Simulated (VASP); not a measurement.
A run of VASP 6.6.1:

The input INCAR:

```
SYSTEM = Al2Ru
PREC = Accurate
ENCUT = 520
EDIFF = 1E-6
ISMEAR = 0
SIGMA = 0.03
LREAL = .False.
LASPH = .True.
NELM = 100
ALGO = Fast
ISIF = 2
LWAVE = .False.
LCHARG = .False.
GGA = CA
NBANDS = 29
```

Contents of KPOINTS:

```
Automatic mesh
0
Gamma
  10 10 10
  0 0 0
```

File POSCAR:

```
Al2Ru
1.0
    0.0000000000      3.9958533547      4.3929429825
    2.1506753446      0.0000000000      4.3929429825
    2.1506753446      3.9958533547      0.0000000000
Al Ru
4 2
Direct
    0.0788992938      0.4211007062      0.0788992938
    0.4211007062      0.0788992938      0.4211007062
    0.1711007062      0.8288992938      0.1711007062
    0.8288992938      0.1711007062      0.8288992938
    0.7500000000      0.7500000000      0.7500000000
    0.5000000000      0.5000000000      0.5000000000
```

Potentials or basis: VASP PAW LDA potentials, release 64 (Al, Ru_pv).

Run with:

```bash
$ cat potpaw_LDA.64/Al/POTCAR potpaw_LDA.64/Ru_pv/POTCAR > POTCAR
$ mpirun -np 1 vasp_std > vasp.out
```

Hardware: 1 thread of Intel Xeon 8259CL, on a shared host.

Estimate the wall time of this run.

Run time: 13 min on 1 thread of Intel Xeon 8259CL (shared host), peak memory 0.42 GiB. Counts: scf iterations 15, k points 171.
